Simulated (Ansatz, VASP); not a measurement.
**Sn in VASP and in Ansatz**

INCAR

```
ALGO     = Fast           # electronic algorithm
EDIFF    = 1E-6           # SCF threshold, eV
ENCUT    = 520            # plane-wave cutoff, eV
GGA      = PE             # functional
ISIF     = 2              # what is computed and relaxed
ISMEAR   = 0              # smearing method
LASPH    = True           # aspherical terms in the spheres
LCHARG   = False          # write CHGCAR
LREAL    = False          # projectors in reciprocal space
LWAVE    = False          # write WAVECAR
NBANDS   = 21             # bands
NELM     = 100            # most SCF steps
PREC     = Accurate       # precision mode
SIGMA    = 0.15           # smearing width, eV
```

KPOINTS

```
k-points
0
Gamma
  12 12 12
```

Contents of POSCAR:

```
Sn
1.0
    0.0000000000      3.2942840000      3.1482320000
    3.2942840000      0.0000000000      3.1482320000
    3.2942840000      3.2942840000      0.0000000000
Sn
2
Direct
    0.5000000000      0.5000000000      0.5000000000
    0.7500000000      0.7500000000      0.7500000000
```

Input for Ansatz:

```yaml
crystal:
  lattice:
    - [0.0, 3.294284, 3.148232]
    - [3.294284, 0.0, 3.148232]
    - [3.294284, 3.294284, 0.0]
  atoms:
    - { symbol: Sn, position: [0.5, 0.5, 0.5] }
    - { symbol: Sn, position: [0.75, 0.75, 0.75] }
basis:
  ecutwfc: 420
kpoints:
  mp_grid: { grid: [12, 12, 12] }
hamiltonian:
  xc: pbe
scf:
  occupations: { method: gaussian, width: 0.15 }
output:
  forces: true
  stress: true
  eigenvalues: true
```

Change from the starting cell: strain +0.015 along x and y, -0.030 along z, atoms carried along.

Alike in both runs: task single point; functional PBE; k mesh 12 × 12 × 12; occupations gaussian, width 0.15 eV; no spin polarisation.

|  | VASP | Ansatz |
| --- | --- | --- |
| version | VASP 6.6.1 | Ansatz 0.2.0 |
| potentials or method | VASP PAW PBE potentials, release 64 (Sn_d), cutoff 520 eV | scalar-relativistic, plane waves, PAW |
| valence electrons in the cell | 28 | 28 |

```tsv
	VASP	Ansatz	Ansatz less VASP
gap on the k mesh at the Fermi level (eV)	none	none	-
pressure (GPa)	3.1	3.2	+0.09
traceless stress, the component that is largest in VASP (GPa)	0.80	0.80	0.000
```

A gap of «none» marks a metal or a gap that the smearing closes.
